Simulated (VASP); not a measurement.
GaP: single point with PBEsol

Crystal: GaP.

```
Ga P
1.0
     0.00000    2.72525    2.75250
     2.72525    0.00000    2.75250
     2.72525    2.72525    0.00000
Ga P
1 1
Direct
  0.00000 0.00000 0.00000
  0.75000 0.75000 0.75000
```

This cell differs from its parent crystal: zz strain of +1 %.

| Item | Value |
| --- | --- |
| Program | VASP 6.6.1 |
| Task | single point |
| Functional | PBEsol |
| Potentials or basis | VASP PAW PBE potentials, release 64 (Ga_d, P) |
| Cutoff | 520 eV |
| k mesh | 12 × 12 × 12 |
| Occupations | fermi-dirac, width 0.08 eV |
| Spin | no spin polarisation |

```yaml
Pressure: -1.4 GPa
Band_gap_on_the_k_mesh: 1.44 eV, indirect (least direct gap 1.65 eV)
```

Stress tensor (GPa, compression positive):
```
-1.15  0.00  0.00
 0.00 -1.15  0.00
 0.00  0.00 -1.91
```

Levels at points of the mesh, in eV from the valence-band top:
| k point | band 7 | band 8 | band 9 | band 10 | band 11 | band 12 |
| --- | --- | --- | --- | --- | --- | --- |
| (0.00, 0.00, 0.00) | -0.06 | 0.00 | 0.00 | 1.65 | 3.80 | 3.80 |
| (0.50, 0.00, 0.00) | -6.66 | -1.17 | -1.09 | 1.53 | 4.60 | 4.67 |
| (0.50, 0.50, 0.00) | -6.82 | -2.65 | -2.65 | 1.57 | 1.77 | 10.46 |
| (0.50, 0.00, 0.50) | -6.76 | -2.72 | -2.72 | 1.50 | 1.68 | 10.44 |

Run time: 96 s on 1 thread of AMD EPYC 7R43 64-Core Processor (Zen 3), on a shared host, peak memory 0.21 GiB.

Caveat: the cell differs from its parent crystal (zz strain of +1 %); the PAW data sets were made with another functional, which shifts forces and pressure a little. A k mesh can miss the band edges.
